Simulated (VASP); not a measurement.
# Al (P6_3/mmc) in VASP: notebook

Runs on Al. Level: LDA. Tasks: single point.

All numbers are computed with VASP 6.6.1; they aren't measurements. Logs are shortened: lines on timing, memory, paths and dates and some standing lists are left out, and cuts for length are marked.

## Step 1: The cell of the first run

The structure is hexagonal, space group P6_3/mmc (No. 194). The conventional cell has a = 2.596 Å, b = 2.596 Å, c = 4.248 Å, α = 90.00°, β = 90.00°, γ = 120.00°. Within 3.4 Å of Al (site symmetry -6m2) lie 12 Al at 2.60 Å.

This isn't the form of Al at room conditions, which is fcc.

## Step 2: Single point, LDA

File INCAR:

```
PREC = Accurate ; ENCUT = 520
EDIFF = 1E-6 ; ISMEAR = -1
SIGMA = 0.15 ; LREAL = F
LASPH = T ; NELM = 100
ALGO = Normal ; ISIF = 2
LWAVE = F ; LCHARG = T
GGA = CA ; LELF = T
LVHAR = T ; NBANDS = 10
```

File KPOINTS:

```
Automatic mesh
0
Gamma
  18 18 10
```

File POSCAR:

```
Al
1.0
    2.5960796774      0.0000000000      0.0000000000
   -1.2980398387      2.2482709508      0.0000000000
    0.0000000000      0.0000000000      4.2476213782
Al
2
Direct
    0.6666666667      0.3333333333      0.7500000000
    0.3333333333      0.6666666667      0.2500000000
```

Potentials or basis: VASP PAW LDA potentials, release 64 (Al).

The run is started by

```
$ cat potpaw_LDA.64/Al/POTCAR > POTCAR
$ mpirun -np 1 vasp_std > vasp.out
```

OUTCAR:

```text
PREC = Accurate
   ENCUT = 520
   EDIFF = 1E-6
   ISMEAR = -1
   LREAL = F
   LASPH = T
   NELM = 100
   ISIF = 2
   GGA = CA

 ion  position               nearest neighbor table
   1  0.667  0.333  0.750-   2 2.60   2 2.60   2 2.60   2 2.60   2 2.60   2 2.60
   2  0.333  0.667  0.250-   1 2.60   1 2.60   1 2.60   1 2.60   1 2.60   1 2.60

  LATTYP: Found a hexagonal cell.
 ALAT       =     2.5960796774
 C/A-ratio  =     1.6361675703

  Lattice vectors:

 A1 = (   2.5960796774,   0.0000000000,   0.0000000000)
 A2 = (  -1.2980398387,   2.2482709508,   0.0000000000)
 A3 = (   0.0000000000,   0.0000000000,   4.2476213782)

Analysis of symmetry for initial positions (statically):
=====================================================================
 Subroutine PRICEL returns:
 Original cell was already a primitive cell.

 Routine SETGRP: Setting up the symmetry group for a
 hexagonal supercell.

 Subroutine GETGRP returns: Found 24 space group operations
 (whereof 12 operations were pure point group operations)
 out of a pool of 24 trial point group operations.

The static configuration has the point symmetry D_3d.
 The point group associated with its full space group is D_6h.

Analysis of symmetry for dynamics (positions and initial velocities):
=====================================================================
 Subroutine PRICEL returns:
 Original cell was already a primitive cell.

 Routine SETGRP: Setting up the symmetry group for a
 hexagonal supercell.

 Subroutine GETGRP returns: Found 24 space group operations
 (whereof 12 operations were pure point group operations)
 out of a pool of 24 trial point group operations.

The dynamic configuration has the point symmetry D_3d.
 The point group associated with its full space group is D_6h.

 Subroutine INISYM returns: Found 24 space group operations
 (whereof 12 operations are pure point group operations),
 and found     1 'primitive' translations

----------------------------------------------------------------------------------------

                                     Primitive cell

  volume of cell :      24.7921

  direct lattice vectors                    reciprocal lattice vectors
     2.596079677  0.000000000  0.000000000     0.385196190  0.222393124  0.000000000
    -1.298039839  2.248270951  0.000000000     0.000000000  0.444786248  0.000000000
     0.000000000  0.000000000  4.247621378     0.000000000  0.000000000  0.235425880

[... 83 lines left out ...]
   EDIFF  = 0.1E-05   stopping-criterion for ELM
   LREAL  =      F    real-space projection
   EDIFFG = 0.1E-04   stopping-criterion for IOM
   NSW    =      0    number of steps for IOM
   IBRION =     -1    ionic relax: 0-MD 1-quasi-New 2-CG
   NFREE  =      0    steps in history (QN), initial steepest desc. (CG)
   ISIF   =      2    stress and relaxation
   ISYM   =      2    0-nonsym 1-usesym 2-fastsym
   POTIM  = 0.5000    time-step for ionic-motion
   TEBEG  =    0.0;   TEEND  =   0.0 temperature during run
   PSTRESS=    0.0 pullay stress
   NELECT =       6.0000    total number of electrons
   NUPDOWN=      -1.0000    fix difference up-down
   EMIN   =  10.00;   EMAX   =-10.00  energy-range for DOS
   EFERMI =   0.00;   METHOD = LEGACY
   ISMEAR =    -1;   SIGMA  =   0.15  broadening in eV -4-tet -1-fermi 0-gaus
   EFERMI_NEDOS =   21; number of points for ismear=-14 and -15
   IALGO  =     38    algorithm
   IMIX   =      4    mixing-type and parameters
     AMIX     =   0.40;   BMIX     =  1.00
     AMIX_MAG =   1.60;   BMIX_MAG =  1.00
  volume/ion in A,a.u.               =      12.40        83.65
  Fermi-wavevector in a.u.,A,eV,Ry     =   1.020206  1.927909 14.161212  1.040820
  Thomas-Fermi vector in A             =   2.153762
   LORBIT       =      0    0 simple, 1 ext, 2 COOP (PROOUT), +10 PAW based schemes
   GGA     = CA    functional components
   LHFCALC =     F    Hartree Fock is set to
   AEXX    =    0.0000 exact exchange contribution
   IVDW    =     0    specifies the selected vdW correction
   LEPSILON=     F    determine dielectric tensor
   LRPA    =     F    only Hartree local field effects (RPA)
 non-spin polarized calculation
  energy-cutoff  :      520.00
  volume of cell :       24.79
 maximum number of plane-waves:       687
 NGX is ok and might be reduce to    20
   NGX =  9   NGY =  9   NGZ = 15

 number of electron       6.0000000 magnetization

 Free energy of the ion-electron system (eV)
  ---------------------------------------------------
  ext. energy  EPLUGINS =         0.00000000
  ---------------------------------------------------
  free energy    TOTEN  =        -7.71352493 eV

  energy without entropy =       -7.66062158  energy(sigma->0) =       -7.68707325

 E-fermi :  11.1114     XC(G=0): -11.4483

 val. band max:       11.1019488703   @ k =   0.1667   0.1667   0.2000
 cond. band min:      11.1143157077   @ k =   0.3333   0.2222   0.1000
 fundamental gap:      0.0123668375
 Fermi energy:        11.1114249632

 k-point     1 :       0.0000    0.0000    0.0000
  band No.  band energies     occupation
      1      -2.1106      2.00000
      2       5.3501      2.00000
      3       6.2555      2.00000
      4      23.6990      0.00000
      5      23.6990      0.00000
      6      24.1184      0.00000
      7      24.1184      0.00000
      8      24.6855      0.00000
      9      28.2095      0.00000
     10      29.2173      0.00000
[... 287 lines left out ...]
 k-point    24 :       0.3889    0.1111    0.0000
  band No.  band energies     occupation
      1       3.7369      2.00000
      2       6.6963      2.00000
      3      10.7922      1.78718
      4      11.8424      0.01518
      5      13.7103      0.00000
      6      13.7881      0.00000
      7      16.8447      0.00000
      8      21.1802      0.00000
      9      22.9163      0.00000
     10      23.9324      0.00000

 [... further k-points ...]
[... 5 lines left out ...]
  --------------------------------------------------------------------------------------
  -------------------------------------------------------------------------------------
  Total        5.4676380      5.4676380      5.4681198      0.0000000     -0.0000000      0.0000000
  in kB      353.3441242    353.3441242    353.3752588      0.0000000     -0.0000000      0.0000000
  external PRESSURE =     353.3545024 kB  Pullay stress =       0.0000000 kB

 VOLUME and BASIS-vectors are now :
 -----------------------------------------------------------------------------
  energy-cutoff  :      520.00
  volume of cell :       24.79
      direct lattice vectors                 reciprocal lattice vectors
     2.596079677  0.000000000  0.000000000     0.385196190  0.222393124  0.000000000
    -1.298039839  2.248270951  0.000000000     0.000000000  0.444786248  0.000000000
     0.000000000  0.000000000  4.247621378     0.000000000  0.000000000  0.235425880

 POSITION                                       TOTAL-FORCE (eV/Angst)
 -----------------------------------------------------------------------------------
      1.29804      0.74942      3.18572        -0.000000     -0.000000      0.000000
     -0.00000      1.49885      1.06191         0.000000      0.000000      0.000000
 -----------------------------------------------------------------------------------
    total drift:                               -0.000000      0.000000     -0.000000

  FREE ENERGIE OF THE ION-ELECTRON SYSTEM (eV)
  ---------------------------------------------------
  free  energy   TOTEN  =        -7.7135249279 eV

  energy  without entropy=       -7.6606215812  energy(sigma->0) =       -7.68707325
```

OSZICAR:

```text
N       E                     dE             d eps       ncg     rms          rms(c)
DAV:   1     0.609289337801E+00    0.60929E+00   -0.25407E+03  4440   0.492E+02
DAV:   2    -0.765489978650E+01   -0.82642E+01   -0.79563E+01  5818   0.618E+01
DAV:   3    -0.780454467638E+01   -0.14964E+00   -0.14845E+00  5686   0.661E+00
DAV:   4    -0.780495592648E+01   -0.41125E-03   -0.41122E-03  5274   0.405E-01
DAV:   5    -0.780495772489E+01   -0.17984E-05   -0.17975E-05  5464   0.267E-02    0.290E+00
DAV:   6    -0.774905344656E+01    0.55904E-01   -0.30844E-03  4854   0.259E-01    0.159E+00
DAV:   7    -0.771398359752E+01    0.35070E-01   -0.71083E-03  4646   0.390E-01    0.246E-01
DAV:   8    -0.771352603481E+01    0.45756E-03   -0.19467E-04  5740   0.732E-02    0.200E-02
DAV:   9    -0.771352497712E+01    0.10577E-05   -0.79154E-07  5136   0.568E-03    0.149E-03
DAV:  10    -0.771352492787E+01    0.49256E-07   -0.70601E-08  2798   0.124E-03
   1 F= -.77135249E+01 E0= -.76870733E+01  d E =-.529033E-01
```

stdout:

```text
POSCAR found type information on POSCAR Al
 POSCAR found :  1 types and       2 ions
 scaLAPACK will be used
 LDA part: xc-table for (Slater(with rela. corr.)+CA(PZ))
 , standard interpolation
 POSCAR, INCAR and KPOINTS ok, starting setup
 FFT: planning ... GRIDC
 FFT: planning ... GRID_SOFT
 FFT: planning ... GRID
 WAVECAR not read
 entering main loop
```

Run time: 28 s. Hardware: 1 thread of Intel Xeon 8259CL, shared host; peak memory 0.15 GiB.

What came out:

```yaml
Free_energy: -7.7135 eV
Pressure: 35.3 GPa
Band_gap_on_the_k_mesh: zero (bands 3 and 4 overlap by 8.25 eV)
```

Levels at points of the mesh, in eV from the Fermi level:
```
           k point  band 1  band 2  band 3  band 4  band 5  band 6  band 7  band 8
(0.00, 0.00, 0.00)  -13.22   -5.76   -4.86   12.59   12.59   13.01   13.01   13.57
(0.50, 0.00, 0.00)   -6.28   -6.12    0.61    1.10    1.69    2.28    7.08    9.70
(0.00, 0.00, 0.50)  -11.20  -11.20    3.98    3.98   13.49   13.49   13.49   13.49
(0.50, 0.00, 0.50)   -4.84   -4.84   -3.58   -3.58    8.19    8.19    8.69    8.69
```

Caveat: the cell stands under pressure.

## Step 3: Single point, LDA (15.64 Å³/atom)

This run uses another cell than the first one, of 15.64 Å³/atom.

File INCAR:

```
PREC     = Accurate       # precision mode
ENCUT    = 520            # plane-wave cutoff, eV
EDIFF    = 1E-6           # SCF threshold, eV
ISMEAR   = -1             # smearing method
SIGMA    = 0.15           # smearing width, eV
LREAL    = F              # projectors in reciprocal space
LASPH    = T              # aspherical terms in the spheres
NELM     = 80             # most SCF steps
ALGO     = Fast           # electronic algorithm
ISIF     = 2              # what is computed and relaxed
LWAVE    = F              # write WAVECAR
LCHARG   = F              # write CHGCAR
GGA      = CA             # functional
NBANDS   = 10             # bands
```

KPOINTS is that of step 2.

File POSCAR:

```
Al
1.0
    2.7988393280      0.0000000000      0.0000000000
   -1.3994196640      2.4238659592      0.0000000000
    0.0000000000      0.0000000000      4.6097386729
Al
2
Direct
    0.6666666667      0.3333333333      0.7500000000
    0.3333333333      0.6666666667      0.2500000000
```

Potentials or basis: VASP PAW LDA potentials, release 64 (Al).

The run is started by

```
$ cat potpaw_LDA.64/Al/POTCAR > POTCAR
$ mpirun -np 1 vasp_std > vasp.out
```

Wall time 38 s (1 thread of Intel Xeon 8259CL, shared host); peak memory 0.17 GiB.

It converged, with:

| Item | Value |
| --- | --- |
| Free energy | -8.3403 eV |
| Pressure | 1.8 GPa |
| Band gap on the k mesh | zero (bands 3 and 4 overlap by 7.44 eV) |

Levels at points of the mesh, in eV from the Fermi level:
```
           k point  band 1  band 2  band 3  band 4  band 5  band 6  band 7  band 8
(0.00, 0.00, 0.00)  -11.48   -4.81   -4.58   11.04   11.04   11.34   11.34   12.24
(0.50, 0.00, 0.00)   -5.42   -5.28    0.60    1.12    1.46    1.80    5.89    7.67
(0.00, 0.00, 0.50)   -9.75   -9.75    3.37    3.37   12.20   12.20   12.20   12.20
(0.50, 0.00, 0.50)   -4.05   -4.05   -3.27   -3.27    7.36    7.36    7.71    7.71
```
